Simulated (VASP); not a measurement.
A run of VASP 6.6.1 is set up as follows.

INCAR

```
SYSTEM = LiSi2
PREC = Accurate
ENCUT = 600
EDIFF = 1E-6
ISMEAR = 0
SIGMA = 0.1
LREAL = .FALSE.
LASPH = .TRUE.
NELM = 100
ALGO = Normal
ISIF = 3
LWAVE = .FALSE.
LCHARG = .FALSE.
GGA = PE
IBRION = 2
NSW = 90
EDIFFG = -0.04
```

File KPOINTS:

```
Automatic mesh
0
G
  6 6 4
  0 0 0
```

POSCAR

```
LiSi2
1.0
    3.0114395200     -1.6968544700      0.0000000000
    3.0114395200      1.6968544700      0.0000000000
   -0.1248296800      0.0000000000      4.1986964800
Li Si
1 2
Direct
    0.0000000000      0.0000000000      0.0000000000
    0.3176870000      0.3176870000      0.6840320200
    0.6823130000      0.6823130000      0.3159679800
```

Potentials or basis: VASP PAW PBE potentials, release 64 (Li_sv, Si).

The run is started by

```console
$ cat potpaw_PBE.64/Li_sv/POTCAR potpaw_PBE.64/Si/POTCAR > POTCAR
$ mpirun -np 1 vasp_std > vasp.out
```

(1) Estimate the relaxed volume.

(2) Predict the relaxed cell.

(3) Estimate the space group after relaxing (to 0.05 Å).

Answers

(1) 18.57 Å³/atom.

(2) a = 3.815 Å, b = 3.815 Å, c = 4.437 Å, α = 88.44°, β = 88.44°, γ = 59.68°.

(3) C2/m (No. 12).

Caveat: the k points lie up to 0.35 Å⁻¹ apart in the final cell; the cutoff is under 1.25 times the usual one of these potentials, so pressure, stress and relaxed cells hold a basis-set (Pulay) error; the volume moved by over 15 % at a fixed basis, so the end points are rough.
